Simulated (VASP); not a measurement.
# Rb (Fd-3m) in VASP: further runs, part 2 of 2

VASP 6.6.1.

### Step 3. Single point, LDA (volume scaled by 0.4)

The input, INCAR:

```
PREC = Accurate
ENCUT = 520
EDIFF = 1E-6
ISMEAR = -1
SIGMA = 0.08
LREAL = False
LASPH = True
NELM = 100
ALGO = Normal
ISIF = 2
LWAVE = False
LCHARG = False
GGA = CA
NBANDS = 16
```

The input, KPOINTS:

```
Automatic mesh
0
Gamma
  7 7 7
```

The input, POSCAR:

```
Rb
1.0
    0.0000000000      3.6183095309      3.6183095309
    3.6183095309      0.0000000000      3.6183095309
    3.6183095309      3.6183095309      0.0000000000
Rb
2
Direct
   -0.1250000000     -0.1250000000     -0.1250000000
    0.1250000000      0.1250000000      0.1250000000
```

Potentials or basis: VASP PAW LDA potentials, release 64 (Rb_sv).

The run is started by

```bash
$ cat potpaw_LDA.64/Rb_sv/POTCAR > POTCAR
$ mpirun -np 1 vasp_std > vasp.out
```

OUTCAR:

```text
PREC = Accurate
   ENCUT = 520
   EDIFF = 1E-6
   ISMEAR = -1
   LREAL = False
   LASPH = True
   NELM = 100
   ISIF = 2
   GGA = CA

 ion  position               nearest neighbor table
   1  0.875  0.875  0.875-   2 3.13   2 3.13   2 3.13   2 3.13
   2  0.125  0.125  0.125-   1 3.13   1 3.13   1 3.13   1 3.13

  LATTYP: Found a face centered cubic cell.
 ALAT       =     7.2366190618

  Lattice vectors:

 A1 = (   0.0000000000,   3.6183095309,   3.6183095309)
 A2 = (   3.6183095309,   0.0000000000,   3.6183095309)
 A3 = (   3.6183095309,   3.6183095309,   0.0000000000)

Analysis of symmetry for initial positions (statically):
[... 5 lines left out ...]
 face centered cubic supercell.

 Subroutine GETGRP returns: Found 48 space group operations
 (whereof 12 operations were pure point group operations)
 out of a pool of 48 trial point group operations.

The static configuration has the point symmetry D_3d.
 The point group associated with its full space group is O_h .

Analysis of symmetry for dynamics (positions and initial velocities):
[... 5 lines left out ...]
 face centered cubic supercell.

 Subroutine GETGRP returns: Found 48 space group operations
 (whereof 12 operations were pure point group operations)
 out of a pool of 48 trial point group operations.

The dynamic configuration has the point symmetry D_3d.
 The point group associated with its full space group is O_h .

 Subroutine INISYM returns: Found 48 space group operations
 (whereof 12 operations are pure point group operations),
 and found     1 'primitive' translations

----------------------------------------------------------------------------------------

                                     Primitive cell

  volume of cell :      94.7430

  direct lattice vectors                    reciprocal lattice vectors
     0.000000000  3.618309531  3.618309531    -0.138186077  0.138186077  0.138186077
     3.618309531  0.000000000  3.618309531     0.138186077 -0.138186077  0.138186077
     3.618309531  3.618309531  0.000000000     0.138186077  0.138186077 -0.138186077

  length of vectors
     5.117062411  5.117062411  5.117062411     0.239345307  0.239345307  0.239345307

  position of ions in fractional coordinates (direct lattice)
     0.875000000  0.875000000  0.875000000
     0.125000000  0.125000000  0.125000000

  ion indices of the primitive-cell ions
   primitive index   ion index
                 1           1
                 2           2

----------------------------------------------------------------------------------------

 KPOINTS: Automatic mesh

Automatic generation of k-mesh.
 Grid dimensions read from file:
 generate k-points for:    7    7    7

 Generating k-lattice:

  Cartesian coordinates                     Fractional coordinates (reciprocal lattice)
    -0.019740868  0.019740868  0.019740868     0.142857143  0.000000000  0.000000000
     0.019740868 -0.019740868  0.019740868     0.000000000  0.142857143  0.000000000
     0.019740868  0.019740868 -0.019740868     0.000000000  0.000000000  0.142857143

  Length of vectors
     0.034192187  0.034192187  0.034192187

  Shift w.r.t. Gamma in fractional coordinates (k-lattice)
     0.000000000  0.000000000  0.000000000

 Subroutine IBZKPT returns following result:
 ===========================================

 Found     20 irreducible k-points:

 Following reciprocal coordinates:
            Coordinates               Weight
  0.000000  0.000000  0.000000      1.000000
  0.142857  0.000000  0.000000      8.000000
  0.285714  0.000000  0.000000      8.000000
  0.428571  0.000000  0.000000      8.000000
  0.142857  0.142857  0.000000      6.000000
  0.285714  0.142857  0.000000     24.000000
[... 12 lines left out ...]
 -0.428571  0.428571  0.142857     24.000000
 -0.285714  0.428571  0.142857     24.000000
   k-points           NKPTS =     20   k-points in BZ     NKDIM =     20   number of bands    NBANDS=     16
   number of dos      NEDOS =    301   number of ions     NIONS =      2
   total plane-waves  NPLWV =  64000
   dimension x,y,z NGX =    40 NGY =   40 NGZ =   40
   dimension x,y,z NGXF=    80 NGYF=   80 NGZF=   80
   ions per type =               2
   NGX,Y,Z   is equivalent  to a cutoff of  13.00, 13.00, 13.00 a.u.
   NGXF,Y,Z  is equivalent  to a cutoff of  25.99, 25.99, 25.99 a.u.
 SYSTEM =  unknown system
   PREC   = accura    normal or accurate (medium, high low for compatibility)
   ISTART =      0    job   : 0-new  1-cont  2-samecut
   ICHARG =      2    charge: 1-file 2-atom 10-const
   ISPIN  =      1    spin polarized calculation?
   LNONCOLLINEAR =      F non collinear calculations
   LSORBIT =      F    spin-orbit coupling
   LASPH  =      T    aspherical Exc in radial PAW
   ENCUT  =  520.0 eV  38.22 Ry    6.18 a.u.   9.51  9.51  9.51*2*pi/ulx,y,z
   NELM   =    100;   NELMIN=  2; NELMDL= -5     # of ELM steps
   EDIFF  = 0.1E-05   stopping-criterion for ELM
   LREAL  =      F    real-space projection
   EDIFFG = 0.1E-04   stopping-criterion for IOM
   NSW    =      0    number of steps for IOM
   IBRION =     -1    ionic relax: 0-MD 1-quasi-New 2-CG
   NFREE  =      0    steps in history (QN), initial steepest desc. (CG)
   ISIF   =      2    stress and relaxation
   ISYM   =      2    0-nonsym 1-usesym 2-fastsym
   POTIM  = 0.5000    time-step for ionic-motion
   TEBEG  =    0.0;   TEEND  =   0.0 temperature during run
   PSTRESS=    0.0 pullay stress
   NELECT =      18.0000    total number of electrons
   NUPDOWN=      -1.0000    fix difference up-down
   EMIN   =  10.00;   EMAX   =-10.00  energy-range for DOS
   EFERMI =   0.00;   METHOD = LEGACY
   ISMEAR =    -1;   SIGMA  =   0.08  broadening in eV -4-tet -1-fermi 0-gaus
   EFERMI_NEDOS =   21; number of points for ismear=-14 and -15
   IALGO  =     38    algorithm
   IMIX   =      4    mixing-type and parameters
     AMIX     =   0.40;   BMIX     =  1.00
     AMIX_MAG =   1.60;   BMIX_MAG =  1.00
  volume/ion in A,a.u.               =      47.37       319.68
  Fermi-wavevector in a.u.,A,eV,Ry     =   0.941131  1.778479 12.051048  0.885727
  Thomas-Fermi vector in A             =   2.068611
   LORBIT       =      0    0 simple, 1 ext, 2 COOP (PROOUT), +10 PAW based schemes
   GGA     = CA    functional components
   LHFCALC =     F    Hartree Fock is set to
   AEXX    =    0.0000 exact exchange contribution
   IVDW    =     0    specifies the selected vdW correction
   LEPSILON=     F    determine dielectric tensor
   LRPA    =     F    only Hartree local field effects (RPA)
 non-spin polarized calculation
  energy-cutoff  :      520.00
  volume of cell :       94.74
 maximum number of plane-waves:      2637
 NGX is ok and might be reduce to    40
   NGX = 19   NGY = 19   NGZ = 19

 number of electron      18.0000000 magnetization

 Free energy of the ion-electron system (eV)
  ---------------------------------------------------
  ext. energy  EPLUGINS =         0.00000000
  ---------------------------------------------------
  free energy    TOTEN  =        -0.55059468 eV

  energy without entropy =       -0.49924763  energy(sigma->0) =       -0.52492116

 E-fermi :   1.6265     XC(G=0):  -7.5890

 val. band max:        1.5356518490   @ k =  -0.4286   0.4286   0.0000
 cond. band min:       1.6444703222   @ k =   0.4286   0.4286   0.0000
 fundamental gap:      0.1088184732
 Fermi energy:         1.6264874341

 k-point     1 :       0.0000    0.0000    0.0000
  band No.  band energies     occupation
      1     -28.1336      2.00000
      2     -27.4779      2.00000
      3     -12.5700      2.00000
      4     -12.5700      2.00000
      5     -12.5700      2.00000
      6     -11.4855      2.00000
[... 8 lines left out ...]
     15       5.7389      0.00000
     16       5.7389      0.00000

 k-point     2 :       0.1429    0.0000    0.0000
  band No.  band energies     occupation
      1     -28.1107      2.00000
      2     -27.5032      2.00000
      3     -12.6041      2.00000
      4     -12.6041      2.00000
      5     -12.5859      2.00000
      6     -11.4762      2.00000
[... 8 lines left out ...]
     15       4.9902      0.00000
     16       5.6685      0.00000
[... 311 lines left out ...]
      5     -12.1762      2.00000
      6     -11.9150      2.00000
[... 8 lines left out ...]
     15       5.6092      0.00000
     16       6.1869      0.00000

 k-point    20 :      -0.2857    0.4286    0.1429
  band No.  band energies     occupation
      1     -27.8592      2.00000
      2     -27.7685      2.00000
      3     -12.9341      2.00000
      4     -12.8649      2.00000
      5     -12.1695      2.00000
      6     -11.9019      2.00000
[... 8 lines left out ...]
     15       5.9132      0.00000
     16       6.0450      0.00000

------------------------ aborting loop because EDIFF is reached ----------------------------------------

  FORCE on cell =-STRESS in cart. coord.  units (eV):
  Direction    XX          YY          ZZ          XY          YZ          ZX
  --------------------------------------------------------------------------------------
  -------------------------------------------------------------------------------------
  Total        2.5756837      2.5756837      2.5756837     -0.0000000     -0.0000000     -0.0000000
  in kB       43.5568010     43.5568010     43.5568010     -0.0000000     -0.0000000     -0.0000000
  external PRESSURE =      43.5568010 kB  Pullay stress =       0.0000000 kB

 VOLUME and BASIS-vectors are now :
 -----------------------------------------------------------------------------
  energy-cutoff  :      520.00
  volume of cell :       94.74
      direct lattice vectors                 reciprocal lattice vectors
     0.000000000  3.618309531  3.618309531    -0.138186077  0.138186077  0.138186077
     3.618309531  0.000000000  3.618309531     0.138186077 -0.138186077  0.138186077
     3.618309531  3.618309531  0.000000000     0.138186077  0.138186077 -0.138186077

 POSITION                                       TOTAL-FORCE (eV/Angst)
 -----------------------------------------------------------------------------------
      6.33204      6.33204      6.33204         0.000000      0.000000      0.000000
      0.90458      0.90458      0.90458        -0.000000     -0.000000     -0.000000
 -----------------------------------------------------------------------------------
    total drift:                                0.000000      0.000000     -0.000000

  FREE ENERGIE OF THE ION-ELECTRON SYSTEM (eV)
  ---------------------------------------------------
  free  energy   TOTEN  =        -0.5505946827 eV

  energy  without entropy=       -0.4992476345  energy(sigma->0) =       -0.52492116
```

stdout:

```text
POSCAR found type information on POSCAR Rb
 POSCAR found :  1 types and       2 ions
 scaLAPACK will be used
 LDA part: xc-table for (Slater(with rela. corr.)+CA(PZ))
 , standard interpolation
 POSCAR, INCAR and KPOINTS ok, starting setup
 FFT: planning ... GRIDC
 FFT: planning ... GRID_SOFT
 FFT: planning ... GRID
 WAVECAR not read
 entering main loop
```

Wall time 14 s (1 thread of Intel Xeon 6975P-C (Granite Rapids), shared host); peak memory 0.18 GiB.

Results:

```
Free energy            : -0.5506 eV
Pressure               : 4.4 GPa
Band gap on the k mesh : 0.11 eV, indirect (least direct gap 0.13 eV)
```

Levels at points of the mesh, in eV from the valence-band top:
```csv
k point,band 7,band 8,band 9,band 10,band 11,band 12
"(0.00, 0.00, 0.00)",-13.02,-13.02,-2.39,1.99,1.99,2.96
```

 A k mesh can miss the band edges.

### Step 4. Single point, LDA (volume scaled by 0.45)

The input, INCAR:

```
SYSTEM = Rb
PREC = Accurate
ENCUT = 520
EDIFF = 1E-6
ISMEAR = -1
SIGMA = 0.08
LREAL = .FALSE.
LASPH = .TRUE.
NELM = 100
ALGO = Normal
ISIF = 2
LWAVE = .FALSE.
LCHARG = .TRUE.
LELF = .TRUE.
LVHAR = .TRUE.
NBANDS = 16
```

The input, KPOINTS:

```
regular mesh
0
G
  7 7 7
  0 0 0
```

The input, POSCAR:

```
Rb
1.0
    0.0000000000      3.7631935610      3.7631935610
    3.7631935610      0.0000000000      3.7631935610
    3.7631935610      3.7631935610      0.0000000000
Rb
2
Direct
   -0.1250000000     -0.1250000000     -0.1250000000
    0.1250000000      0.1250000000      0.1250000000
```

Potentials or basis: VASP PAW LDA potentials, release 64 (Rb_sv).

The run is started by

```bash
$ cat potpaw_LDA.64/Rb_sv/POTCAR > POTCAR
$ mpirun -np 1 vasp_std > vasp.out
```

OUTCAR:

```text
SYSTEM = Rb
   PREC = Accurate
   ENCUT = 520
   EDIFF = 1E-6
   ISMEAR = -1
   LREAL = .FALSE.
   LASPH = .TRUE.
   NELM = 100
   ISIF = 2

 ion  position               nearest neighbor table
   1  0.875  0.875  0.875-   2 3.26   2 3.26   2 3.26   2 3.26
   2  0.125  0.125  0.125-   1 3.26   1 3.26   1 3.26   1 3.26

  LATTYP: Found a face centered cubic cell.
 ALAT       =     7.5263871220

  Lattice vectors:

 A1 = (   0.0000000000,   3.7631935610,   3.7631935610)
 A2 = (   3.7631935610,   0.0000000000,   3.7631935610)
 A3 = (   3.7631935610,   3.7631935610,   0.0000000000)

Analysis of symmetry for initial positions (statically):
[... 5 lines left out ...]
 face centered cubic supercell.

 Subroutine GETGRP returns: Found 48 space group operations
 (whereof 12 operations were pure point group operations)
 out of a pool of 48 trial point group operations.

The static configuration has the point symmetry D_3d.
 The point group associated with its full space group is O_h .

Analysis of symmetry for dynamics (positions and initial velocities):
[... 5 lines left out ...]
 face centered cubic supercell.

[... 143 lines left out ...]
  free energy    TOTEN  =        -0.82147904 eV

  energy without entropy =       -0.77225161  energy(sigma->0) =       -0.79686532

 E-fermi :   1.2945     XC(G=0):  -7.1974

 val. band max:        1.2531060445   @ k =  -0.4286   0.4286   0.0000
 cond. band min:       1.3497616741   @ k =  -0.4286   0.1429   0.0000
 fundamental gap:      0.0966556295
 Fermi energy:         1.2944662298

 k-point     1 :       0.0000    0.0000    0.0000
  band No.  band energies     occupation
      1     -28.4008      2.00000
      2     -27.9421      2.00000
      3     -12.8088      2.00000
      4     -12.8088      2.00000
      5     -12.8088      2.00000
      6     -11.9446      2.00000
[... 357 lines left out ...]
      3     -13.0868      2.00000
      4     -13.0350      2.00000
      5     -12.4931      2.00000
      6     -12.2850      2.00000
[... 8 lines left out ...]
     15       5.2186      0.00000
     16       5.2969      0.00000

------------------------ aborting loop because EDIFF is reached ----------------------------------------

  FORCE on cell =-STRESS in cart. coord.  units (eV):
  Direction    XX          YY          ZZ          XY          YZ          ZX
  --------------------------------------------------------------------------------------
  -------------------------------------------------------------------------------------
  Total        2.0510800      2.0510800      2.0510800      0.0000000     -0.0000000      0.0000000
  in kB       30.8314188     30.8314188     30.8314188      0.0000000     -0.0000000      0.0000000
  external PRESSURE =      30.8314188 kB  Pullay stress =       0.0000000 kB

 VOLUME and BASIS-vectors are now :
 -----------------------------------------------------------------------------
  energy-cutoff  :      520.00
  volume of cell :      106.59
      direct lattice vectors                 reciprocal lattice vectors
     0.000000000  3.763193561  3.763193561    -0.132865874  0.132865874  0.132865874
     3.763193561  0.000000000  3.763193561     0.132865874 -0.132865874  0.132865874
     3.763193561  3.763193561  0.000000000     0.132865874  0.132865874 -0.132865874

 POSITION                                       TOTAL-FORCE (eV/Angst)
 -----------------------------------------------------------------------------------
      6.58559      6.58559      6.58559         0.000000      0.000000      0.000000
      0.94080      0.94080      0.94080        -0.000000     -0.000000     -0.000000
 -----------------------------------------------------------------------------------
    total drift:                                0.000000      0.000000     -0.000000

  FREE ENERGIE OF THE ION-ELECTRON SYSTEM (eV)
  ---------------------------------------------------
  free  energy   TOTEN  =        -0.8214790375 eV

  energy  without entropy=       -0.7722516118  energy(sigma->0) =       -0.79686532
```

stdout:

```text
POSCAR found type information on POSCAR Rb
 POSCAR found :  1 types and       2 ions
 scaLAPACK will be used
 LDA part: xc-table for (Slater(with rela. corr.)+CA(PZ))
 , standard interpolation
 POSCAR, INCAR and KPOINTS ok, starting setup
 FFT: planning ... GRIDC
 FFT: planning ... GRID_SOFT
 FFT: planning ... GRID
 WAVECAR not read
 entering main loop
```

Wall time 14 s (1 thread of Intel Xeon 6975P-C (Granite Rapids), shared host); peak memory 0.19 GiB.

What came out:

```yaml
Free_energy: -0.8215 eV
Pressure: 3.1 GPa
Band_gap_on_the_k_mesh: 0.10 eV, indirect (the least direct gap lies 0.4 meV higher)
```

Levels at points of the mesh, in eV from the valence-band top:
| k point | band 5 | band 6 | band 7 | band 8 | band 9 | band 10 | band 11 | band 12 | band 13 | band 14 |
| --- | --- | --- | --- | --- | --- | --- | --- | --- | --- | --- |
| (0.00, 0.00, 0.00) | -14.06 | -13.20 | -13.20 | -13.20 | -2.46 | 1.94 | 1.94 | 2.71 | 2.71 | 2.71 |

 A k mesh can miss the band edges.
